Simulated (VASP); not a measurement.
# CdS (P6_3mc) in VASP: a series of runs

Runs on CdS. Level: LDA. Tasks: single point.

Everything below comes from runs of VASP 6.6.1. Logs are shortened: lines on timing, memory, paths and dates and some standing lists are left out, and cuts for length are marked.

## Step 1: The cell of the first run

It takes space group P6_3mc (No. 186, hexagonal). Conventional cell: a = 4.074 Å, b = 4.074 Å, c = 6.637 Å, α = 90.00°, β = 90.00°, γ = 120.00°. Within 3.3 Å of Cd (site symmetry 3m) lie 4 S at 2.49 to 2.50 Å. Within 3.3 Å of S (site symmetry 3m) lie 4 Cd at 2.49 to 2.50 Å.

## Step 2: Single point, LDA

Contents of INCAR:

```
SYSTEM = CdS
PREC = Accurate ; ENCUT = 520
EDIFF = 1E-6 ; ISMEAR = 0
SIGMA = 0.02 ; LREAL = .False.
LASPH = .True. ; NELM = 80
ALGO = Normal ; ISIF = 2
LWAVE = .False. ; LCHARG = .False.
NBANDS = 26
```

Contents of KPOINTS:

```
regular mesh
0
Gamma
  6 6 4
  0 0 0
```

Contents of POSCAR:

```
CdS
1.0
    4.0741618055      0.0000000000      0.0000000000
   -2.0370809027      3.5283276227      0.0000000000
    0.0000000000      0.0000000000      6.6368159882
Cd S
2 2
Direct
    0.6666666667      0.3333333333      0.5004798621
    0.3333333333      0.6666666667      0.0004798621
    0.6666666667      0.3333333333      0.8765201379
    0.3333333333      0.6666666667      0.3765201379
```

Potentials or basis: VASP PAW LDA potentials, release 64 (Cd, S).

The run is started by

```
> cat potpaw_LDA.64/Cd/POTCAR potpaw_LDA.64/S/POTCAR > POTCAR
> mpirun -np 1 vasp_std > vasp.out
```

OUTCAR:

```text
SYSTEM = CdS
   PREC = Accurate
   ENCUT = 520
   EDIFF = 1E-6
   ISMEAR = 0
   LREAL = .False.
   LASPH = .True.
   NELM = 80
   ISIF = 2

 ion  position               nearest neighbor table
   1  0.667  0.333  0.500-   4 2.49   4 2.49   4 2.49   3 2.50
   2  0.333  0.667  0.000-   3 2.49   3 2.49   3 2.49   4 2.50
   3  0.667  0.333  0.877-   2 2.49   2 2.49   2 2.49   1 2.50
   4  0.333  0.667  0.377-   1 2.49   1 2.49   1 2.49   2 2.50

  LATTYP: Found a hexagonal cell.
 ALAT       =     4.0741618055
 C/A-ratio  =     1.6290015726

  Lattice vectors:

 A1 = (   4.0741618055,   0.0000000000,   0.0000000000)
 A2 = (  -2.0370809027,   3.5283276227,   0.0000000000)
 A3 = (   0.0000000000,   0.0000000000,   6.6368159882)

Analysis of symmetry for initial positions (statically):
=====================================================================
 Subroutine PRICEL returns:
 Original cell was already a primitive cell.

 Routine SETGRP: Setting up the symmetry group for a
 hexagonal supercell.

 Subroutine GETGRP returns: Found 12 space group operations
 (whereof  6 operations were pure point group operations)
 out of a pool of 24 trial point group operations.

The static configuration has the point symmetry C_3v.
 The point group associated with its full space group is C_6v.

Analysis of symmetry for dynamics (positions and initial velocities):
=====================================================================
 Subroutine PRICEL returns:
 Original cell was already a primitive cell.

 Routine SETGRP: Setting up the symmetry group for a
 hexagonal supercell.

 Subroutine GETGRP returns: Found 12 space group operations
 (whereof  6 operations were pure point group operations)
 out of a pool of 24 trial point group operations.

The dynamic configuration has the point symmetry C_3v.
 The point group associated with its full space group is C_6v.

 Subroutine INISYM returns: Found 12 space group operations
 (whereof  6 operations are pure point group operations),
 and found     1 'primitive' translations

----------------------------------------------------------------------------------------

                                     Primitive cell

  volume of cell :      95.4041

  direct lattice vectors                    reciprocal lattice vectors
     4.074161806  0.000000000  0.000000000     0.245449260  0.141710196  0.000000000
    -2.037080903  3.528327623  0.000000000     0.000000000  0.283420393  0.000000000
     0.000000000  0.000000000  6.636815988     0.000000000  0.000000000  0.150674661

[... 83 lines left out ...]
   EDIFF  = 0.1E-05   stopping-criterion for ELM
   LREAL  =      F    real-space projection
   EDIFFG = 0.1E-04   stopping-criterion for IOM
   NSW    =      0    number of steps for IOM
   IBRION =     -1    ionic relax: 0-MD 1-quasi-New 2-CG
   NFREE  =      0    steps in history (QN), initial steepest desc. (CG)
   ISIF   =      2    stress and relaxation
   ISYM   =      2    0-nonsym 1-usesym 2-fastsym
   POTIM  = 0.5000    time-step for ionic-motion
   TEBEG  =    0.0;   TEEND  =   0.0 temperature during run
   PSTRESS=    0.0 pullay stress
   NELECT =      36.0000    total number of electrons
   NUPDOWN=      -1.0000    fix difference up-down
   EMIN   =  10.00;   EMAX   =-10.00  energy-range for DOS
   EFERMI =   0.00;   METHOD = LEGACY
   ISMEAR =     0;   SIGMA  =   0.02  broadening in eV -4-tet -1-fermi 0-gaus
   EFERMI_NEDOS =   21; number of points for ismear=-14 and -15
   IALGO  =     38    algorithm
   IMIX   =      4    mixing-type and parameters
     AMIX     =   0.40;   BMIX     =  1.00
     AMIX_MAG =   1.60;   BMIX_MAG =  1.00
  volume/ion in A,a.u.               =      23.85       160.95
  Fermi-wavevector in a.u.,A,eV,Ry     =   1.183005  2.235556 19.041374  1.399501
  Thomas-Fermi vector in A             =   2.319248
   LORBIT       =      0    0 simple, 1 ext, 2 COOP (PROOUT), +10 PAW based schemes
   GGA     = CA    functional components
   LHFCALC =     F    Hartree Fock is set to
   AEXX    =    0.0000 exact exchange contribution
   IVDW    =     0    specifies the selected vdW correction
   LEPSILON=     F    determine dielectric tensor
   LRPA    =     F    only Hartree local field effects (RPA)
 non-spin polarized calculation
 Gauss-broadening in eV      SIGMA  =   0.02
  energy-cutoff  :      520.00
  volume of cell :       95.40
 maximum number of plane-waves:      2593
   NGX = 15   NGY = 15   NGZ = 25

 number of electron      36.0000024 magnetization

 Free energy of the ion-electron system (eV)
  ---------------------------------------------------
  ext. energy  EPLUGINS =         0.00000000
  ---------------------------------------------------
  free energy    TOTEN  =       -14.81469402 eV

  energy without entropy =      -14.81469402  energy(sigma->0) =      -14.81469402

 E-fermi :   1.5840     XC(G=0):  -9.7597

 val. band max:        1.4818035787   @ k =   0.0000   0.0000   0.0000
 cond. band min:       2.5371917455   @ k =   0.0000   0.0000   0.0000
 fundamental gap:      1.0553881667
 Fermi energy:         1.5839550289

 k-point     1 :       0.0000    0.0000    0.0000
  band No.  band energies     occupation
      1     -11.1326      2.00000
      2     -10.6438      2.00000
      3      -6.4388      2.00000
      4      -6.4271      2.00000
      5      -6.4271      2.00000
      6      -6.3331      2.00000
[... 598 lines left out ...]
     25      10.6471      0.00000
     26      10.6471      0.00000

------------------------ aborting loop because EDIFF is reached ----------------------------------------

  FORCE on cell =-STRESS in cart. coord.  units (eV):
  Direction    XX          YY          ZZ          XY          YZ          ZX
  --------------------------------------------------------------------------------------
  -------------------------------------------------------------------------------------
  Total        0.3217163      0.3217163      0.3390664      0.0000000     -0.0000000      0.0000000
  in kB        5.4027719      5.4027719      5.6941432      0.0000000     -0.0000000      0.0000000
  external PRESSURE =       5.4998957 kB  Pullay stress =       0.0000000 kB

 VOLUME and BASIS-vectors are now :
 -----------------------------------------------------------------------------
  energy-cutoff  :      520.00
  volume of cell :       95.40
      direct lattice vectors                 reciprocal lattice vectors
     4.074161806  0.000000000  0.000000000     0.245449260  0.141710196  0.000000000
    -2.037080903  3.528327623  0.000000000     0.000000000  0.283420393  0.000000000
     0.000000000  0.000000000  6.636815988     0.000000000  0.000000000  0.150674661

 POSITION                                       TOTAL-FORCE (eV/Angst)
 -----------------------------------------------------------------------------------
      2.03708      1.17611      3.32159         0.000000     -0.000000     -0.002175
     -0.00000      2.35222      0.00318        -0.000000      0.000000     -0.002175
      2.03708      1.17611      5.81730        -0.000000      0.000000      0.002175
     -0.00000      2.35222      2.49889         0.000000     -0.000000      0.002175
 -----------------------------------------------------------------------------------
    total drift:                                0.000000      0.000000     -0.000019

  FREE ENERGIE OF THE ION-ELECTRON SYSTEM (eV)
  ---------------------------------------------------
  free  energy   TOTEN  =       -14.8146940199 eV

  energy  without entropy=      -14.8146940199  energy(sigma->0) =      -14.81469402
```

Wall time 32 s (1 thread of Intel Xeon 6975P-C (Granite Rapids), shared host); peak memory 0.18 GiB.

What came out:

```
Free energy            : -14.8147 eV
Pressure               : 0.5 GPa
Band gap on the k mesh : 1.06 eV, direct
```

Forces on the atoms (eV/Å):
```
Cd   0.000  0.000 -0.002
Cd   0.000  0.000 -0.002
S    0.000  0.000  0.002
S    0.000  0.000  0.002
```

Expect the measured gap to be larger: semilocal functionals such as LDA lack the derivative discontinuity.

(Continued in part 2 of 2.)
